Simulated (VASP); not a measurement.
# C (Cmmm) in VASP: a series of runs

C is run at these levels: PBE+D3(BJ); tasks: single point.

Everything below comes from runs of VASP 6.6.1. Logs are shortened: lines on timing, memory, paths and dates and some standing lists are left out, and cuts for length are marked.

## 1. The cell of the first run

The structure is orthorhombic, space group Cmmm (No. 65). Conventional cell: a = 2.465 Å, b = 4.269 Å, c = 3.572 Å, α = 90.00°, β = 90.00°, γ = 90.00°. C (site symmetry m2m) has 3 C at 1.38 to 1.44 Å within 1.8 Å.

## 2. Single point, PBE+D3(BJ) (atoms displaced along a vibrational mode)

The input, INCAR:

```
SYSTEM = C
  ALGO = Normal
  EDIFF = 1E-6
  ENCUT = 520
  GGA = PE
  ISIF = 2
  ISMEAR = 0
  IVDW = 12
  LASPH = .TRUE.
  LCHARG = .TRUE.
  LELF = .TRUE.
  LREAL = .FALSE.
  LVHAR = .TRUE.
  LWAVE = .FALSE.
  NBANDS = 11
  NELM = 80
  PREC = Accurate
  SIGMA = 0.15
```

The input, KPOINTS:

```
k-points
0
G
  21 21 12
  0 0 0
```

The input, POSCAR:

```
C
1.0
    2.4646600538      0.0000000000      0.0000000000
   -1.2323300269      2.1344582183      0.0000000000
    0.0000000000      0.0000000000      3.5719697732
C
2
Direct
    0.3380183630      0.6760367259      0.0000000000
    0.6619816370      0.3239632741      0.0000000000
```

Potentials or basis: VASP PAW PBE potentials, release 64 (C).

Launch:

```bash
$ cat potpaw_PBE.64/C/POTCAR > POTCAR
$ mpirun -np 1 vasp_std > vasp.out
```

OUTCAR:

```text
SYSTEM = C
   EDIFF = 1E-6
   ENCUT = 520
   GGA = PE
   ISIF = 2
   ISMEAR = 0
   IVDW = 12
   LASPH = .TRUE.
   LREAL = .FALSE.
   NELM = 80
   PREC = Accurate
 IVDW          = 12

 ion  position               nearest neighbor table
   1  0.338  0.676  0.000-   2 1.38   2 1.44   2 1.44
   2  0.662  0.324  0.000-   1 1.38   1 1.44   1 1.44

  LATTYP: Found a hexagonal cell.
 ALAT       =     2.4646600538
 C/A-ratio  =     1.4492748270

  Lattice vectors:

 A1 = (   2.4646600538,   0.0000000000,   0.0000000000)
 A2 = (  -1.2323300269,   2.1344582183,   0.0000000000)
 A3 = (   0.0000000000,   0.0000000000,   3.5719697732)

Analysis of symmetry for initial positions (statically):
=====================================================================
 Subroutine PRICEL returns:
 Original cell was already a primitive cell.

 Routine SETGRP: Setting up the symmetry group for a
 hexagonal supercell.

 Subroutine GETGRP returns: Found  8 space group operations
 (whereof  8 operations were pure point group operations)
 out of a pool of 24 trial point group operations.

The static configuration has the point symmetry D_2h.

Analysis of symmetry for dynamics (positions and initial velocities):
=====================================================================
 Subroutine PRICEL returns:
 Original cell was already a primitive cell.

 Routine SETGRP: Setting up the symmetry group for a
 hexagonal supercell.

 Subroutine GETGRP returns: Found  8 space group operations
 (whereof  8 operations were pure point group operations)
 out of a pool of 24 trial point group operations.

The dynamic configuration has the point symmetry D_2h.

 Subroutine INISYM returns: Found  8 space group operations
 (whereof  8 operations are pure point group operations),
 and found     1 'primitive' translations

----------------------------------------------------------------------------------------

                                     Primitive cell

  volume of cell :      18.7911

  direct lattice vectors                    reciprocal lattice vectors
     2.464660054  0.000000000  0.000000000     0.405735468  0.234251482  0.000000000
    -1.232330027  2.134458218  0.000000000     0.000000000  0.468502963  0.000000000
     0.000000000  0.000000000  3.571969773     0.000000000  0.000000000  0.279957576

  length of vectors
     2.464660054  2.464660054  3.571969773     0.468502963  0.468502963  0.279957576

  position of ions in fractional coordinates (direct lattice)
     0.338018363  0.676036726  0.000000000
     0.661981637  0.323963274  0.000000000

  ion indices of the primitive-cell ions
   primitive index   ion index
                 1           1
                 2           2

----------------------------------------------------------------------------------------

 KPOINTS: k-points

Automatic generation of k-mesh.
 Grid dimensions read from file:
 generate k-points for:   21   21   12

 Generating k-lattice:

  Cartesian coordinates                     Fractional coordinates (reciprocal lattice)
     0.019320737  0.011154832  0.000000000     0.047619048  0.000000000  0.000000000
     0.000000000  0.022309665  0.000000000     0.000000000  0.047619048  0.000000000
     0.000000000  0.000000000  0.023329798     0.000000000  0.000000000  0.083333333

  Length of vectors
     0.022309665  0.022309665  0.023329798

  Shift w.r.t. Gamma in fractional coordinates (k-lattice)
     0.000000000  0.000000000  0.000000000

 Subroutine IBZKPT returns following result:
 ===========================================

 Found    847 irreducible k-points:

 Following reciprocal coordinates:
            Coordinates               Weight
  0.000000  0.000000  0.000000      1.000000
  0.047619 -0.000000  0.000000      4.000000
  0.000000  0.047619  0.000000      2.000000
  0.095238 -0.000000  0.000000      4.000000
  0.000000  0.095238  0.000000      2.000000
  0.142857 -0.000000  0.000000      4.000000
[... 16 lines left out ...]
 -0.095238  0.047619  0.000000      2.000000
  0.095238  0.047619  0.000000      4.000000
 [... further k-points ...]
   k-points           NKPTS =    847   k-points in BZ     NKDIM =    847   number of bands    NBANDS=     11
   number of dos      NEDOS =    301   number of ions     NIONS =      2
   total plane-waves  NPLWV =   9072
   dimension x,y,z NGX =    18 NGY =   18 NGZ =   28
   dimension x,y,z NGXF=    36 NGYF=   36 NGZF=   56
   ions per type =               2
   NGX,Y,Z   is equivalent  to a cutoff of  12.14, 12.14, 13.03 a.u.
   NGXF,Y,Z  is equivalent  to a cutoff of  24.28, 24.28, 26.06 a.u.
 SYSTEM =  C
   PREC   = accura    normal or accurate (medium, high low for compatibility)
   ISTART =      0    job   : 0-new  1-cont  2-samecut
   ICHARG =      2    charge: 1-file 2-atom 10-const
   ISPIN  =      1    spin polarized calculation?
   LNONCOLLINEAR =      F non collinear calculations
   LSORBIT =      F    spin-orbit coupling
   LASPH  =      T    aspherical Exc in radial PAW
   ENCUT  =  520.0 eV  38.22 Ry    6.18 a.u.   4.58  4.58  6.64*2*pi/ulx,y,z
   NELM   =     80;   NELMIN=  2; NELMDL= -5     # of ELM steps
   EDIFF  = 0.1E-05   stopping-criterion for ELM
   LREAL  =      F    real-space projection
   EDIFFG = 0.1E-04   stopping-criterion for IOM
   NSW    =      0    number of steps for IOM
   IBRION =     -1    ionic relax: 0-MD 1-quasi-New 2-CG
   NFREE  =      0    steps in history (QN), initial steepest desc. (CG)
   ISIF   =      2    stress and relaxation
   ISYM   =      2    0-nonsym 1-usesym 2-fastsym
   POTIM  = 0.5000    time-step for ionic-motion
   TEBEG  =    0.0;   TEEND  =   0.0 temperature during run
   PSTRESS=    0.0 pullay stress
   NELECT =       8.0000    total number of electrons
   NUPDOWN=      -1.0000    fix difference up-down
   EMIN   =  10.00;   EMAX   =-10.00  energy-range for DOS
   EFERMI =   0.00;   METHOD = LEGACY
   ISMEAR =     0;   SIGMA  =   0.15  broadening in eV -4-tet -1-fermi 0-gaus
   EFERMI_NEDOS =   21; number of points for ismear=-14 and -15
   IALGO  =     38    algorithm
   IMIX   =      4    mixing-type and parameters
     AMIX     =   0.40;   BMIX     =  1.00
     AMIX_MAG =   1.60;   BMIX_MAG =  1.00
  volume/ion in A,a.u.               =       9.40        63.40
  Fermi-wavevector in a.u.,A,eV,Ry     =   1.231556  2.327303 20.636352  1.516729
  Thomas-Fermi vector in A             =   2.366360
   LORBIT       =      0    0 simple, 1 ext, 2 COOP (PROOUT), +10 PAW based schemes
   GGA     = PE    functional components
   LHFCALC =     F    Hartree Fock is set to
   AEXX    =    0.0000 exact exchange contribution
   IVDW    =    12    specifies the selected vdW correction
   LEPSILON=     F    determine dielectric tensor
   LRPA    =     F    only Hartree local field effects (RPA)
 non-spin polarized calculation
 Gauss-broadening in eV      SIGMA  =   0.15
  energy-cutoff  :      520.00
  volume of cell :       18.79
 maximum number of plane-waves:       522
   NGX =  9   NGY =  9   NGZ = 13

 number of electron       8.0000000 magnetization

 Free energy of the ion-electron system (eV)
  ---------------------------------------------------
  ext. energy  EPLUGINS =         0.00000000
  ---------------------------------------------------
  free energy    TOTEN  =       -18.38335994 eV

  energy without entropy =      -18.38296756  energy(sigma->0) =      -18.38316375

 E-fermi :   4.1612     XC(G=0):  -9.8785

 val. band max:        4.1105237622   @ k =   0.3333   0.3333   0.1667
 cond. band min:       4.2027246760   @ k =   0.3333   0.3333   0.3333
 fundamental gap:      0.0922009138
 Fermi energy:         4.1611751303

 k-point     1 :       0.0000    0.0000    0.0000
  band No.  band energies     occupation
      1     -15.4497      2.00000
      2      -2.7115      2.00000
      3       0.5437      2.00000
      4       1.7383      2.00000
      5       7.9954      0.00000
      6      11.6911      0.00000
      7      13.2322      0.00000
      8      15.7641      0.00000
      9      16.6057      0.00000
     10      26.3769      0.00000
     11      27.6881      0.00000

 k-point     2 :       0.0476   -0.0000    0.0000
  band No.  band energies     occupation
      1     -15.3958      2.00000
      2      -2.6496      2.00000
      3       0.4108      2.00000
      4       1.5285      2.00000
      5       8.0615      0.00000
      6      11.7727      0.00000
      7      13.4325      0.00000
      8      15.5885      0.00000
      9      16.6862      0.00000
     10      26.5397      0.00000
     11      27.5957      0.00000

 k-point     3 :       0.0000    0.0476    0.0000
  band No.  band energies     occupation
      1     -15.3962      2.00000
      2      -2.6482      2.00000
      3       0.3448      2.00000
      4       1.6002      2.00000
      5       8.0626      0.00000
      6      11.9464      0.00000
      7      13.2133      0.00000
      8      15.5725      0.00000
      9      16.7166      0.00000
     10      26.5510      0.00000
     11      27.6423      0.00000

 k-point     4 :       0.0952   -0.0000    0.0000
  band No.  band energies     occupation
      1     -15.2338      2.00000
      2      -2.4648      2.00000
      3       0.0106      2.00000
      4       0.9776      2.00000
      5       8.2607      0.00000
      6      11.9456      0.00000
      7      14.0175      0.00000
      8      15.0842      0.00000
      9      16.9510      0.00000
     10      26.9733      0.00000
     11      27.2815      0.00000

 k-point     5 :       0.0000    0.0952    0.0000
  band No.  band energies     occupation
      1     -15.2354      2.00000
      2      -2.4588      2.00000
      3      -0.2190      2.00000
      4       1.2282      2.00000
      5       8.2642      0.00000
      6      12.6677      0.00000
      7      13.1355      0.00000
      8      15.0254      0.00000
      9      17.0537      0.00000
     10      27.0238      0.00000
     11      27.4473      0.00000
[... 211 lines left out ...]
 k-point    21 :       0.0000    0.4762    0.0000
  band No.  band energies     occupation
      1     -10.3143      2.00000
      2      -9.1432      2.00000
      3      -1.9846      2.00000
      4       2.5285      2.00000
      5       6.1411      0.00000
      6      11.5673      0.00000
      7      14.5773      0.00000
      8      15.8446      0.00000
      9      23.0043      0.00000
     10      23.5246      0.00000
     11      27.4084      0.00000

 k-point    22 :       0.0476    0.0476    0.0000
  band No.  band energies     occupation
      1     -15.2886      2.00000
      2      -2.5233      2.00000
      3       0.0242      2.00000
      4       1.2780      2.00000
      5       8.1963      0.00000
      6      12.2168      0.00000
      7      13.4186      0.00000
      8      15.2193      0.00000
      9      16.9208      0.00000
     10      26.8613      0.00000
     11      27.4758      0.00000

 k-point    23 :      -0.0952    0.0476    0.0000
  band No.  band energies     occupation
      1     -15.2874      2.00000
      2      -2.5277      2.00000
      3       0.2191      2.00000
      4       1.0696      2.00000
      5       8.1928      0.00000
      6      11.7927      0.00000
      7      13.9712      0.00000
      8      15.2646      0.00000
      9      16.8338      0.00000
     10      26.8287      0.00000
     11      27.3322      0.00000

 k-point    24 :       0.0952    0.0476    0.0000
  band No.  band energies     occupation
      1     -15.0734      2.00000
      2      -2.2764      2.00000
      3      -0.5363      2.00000
      4       0.6721      2.00000
      5       8.4641      0.00000
      6      12.4078      0.00000
      7      14.0766      0.00000
      8      14.5682      0.00000
      9      17.3431      0.00000
     10      27.0104      0.00000
     11      27.3503      0.00000

 [... further k-points ...]

------------------------ aborting loop because EDIFF is reached ----------------------------------------

 Edisp (eV)   -0.28998

 E8    (eV) :    -0.0815

  FORCE on cell =-STRESS in cart. coord.  units (eV):
  Direction    XX          YY          ZZ          XY          YZ          ZX
  --------------------------------------------------------------------------------------
  -------------------------------------------------------------------------------------
  Total      -0.28841     0.69703    -0.00969     0.00000     0.00000     0.00000
  in kB     -24.59048    59.43024    -0.82656     0.00000     0.00000     0.00000
  external pressure =       11.34 kB  Pullay stress =        0.00 kB

 VOLUME and BASIS-vectors are now :
 -----------------------------------------------------------------------------
  energy-cutoff  :      520.00
  volume of cell :       18.79
      direct lattice vectors                 reciprocal lattice vectors
     2.464660054  0.000000000  0.000000000     0.405735468  0.234251482  0.000000000
    -1.232330027  2.134458218  0.000000000     0.000000000  0.468502963  0.000000000
     0.000000000  0.000000000  3.571969773     0.000000000  0.000000000  0.279957576

 POSITION                                       TOTAL-FORCE (eV/Angst)
 -----------------------------------------------------------------------------------
      0.00000      1.44297      0.00000         0.000000     -2.266103      0.000000
      1.23233      0.69149      0.00000         0.000000      2.266103      0.000000
 -----------------------------------------------------------------------------------
    total drift:                               -0.000000      0.000000      0.000000

  FREE ENERGIE OF THE ION-ELECTRON SYSTEM (eV)
  ---------------------------------------------------
  free  energy   TOTEN  =       -18.6733385391 eV

  energy  without entropy=      -18.6729461548  energy(sigma->0) =      -18.67314235
```

It took 2.6 min on 1 thread of Intel Xeon Platinum 8259CL at 2.50GHz (Skylake/Cascade Lake), shared host; peak memory 0.25 GiB.

Results:

- Free energy: -18.6733 eV
- Pressure: 1.1 GPa
- Largest force: 2.266 eV/Å
- Band gap on the k mesh: zero (bands 4 and 5 overlap by 0.37 eV)
- Dispersion energy per atom: -0.145 eV

Forces on the atoms (eV/Å):
```
C    0.000 -2.266  0.000
C    0.000  2.266  0.000
```

Stress tensor (GPa, compression positive):
```
-2.46  0.00  0.00
 0.00  5.94  0.00
 0.00  0.00 -0.08
```

Levels at points of the mesh, in eV from the Fermi level:
| k point | band 1 | band 2 | band 3 | band 4 | band 5 | band 6 | band 7 | band 8 | band 9 |
| --- | --- | --- | --- | --- | --- | --- | --- | --- | --- |
| (0.00, 0.00, 0.00) | -19.61 | -6.87 | -3.62 | -2.42 | 3.83 | 7.53 | 9.07 | 11.60 | 12.44 |
| (0.00, 0.00, 0.50) | -19.43 | -8.29 | -3.60 | -2.40 | 7.58 | 9.14 | 9.18 | 11.35 | 12.69 |

Caveat: the cell differs from its parent crystal (atoms displaced along a vibrational mode); forces of over 1 eV/Å act on the atoms, so gaps and moduli don't describe the material at rest.

(Continued in part 2 of 2.)
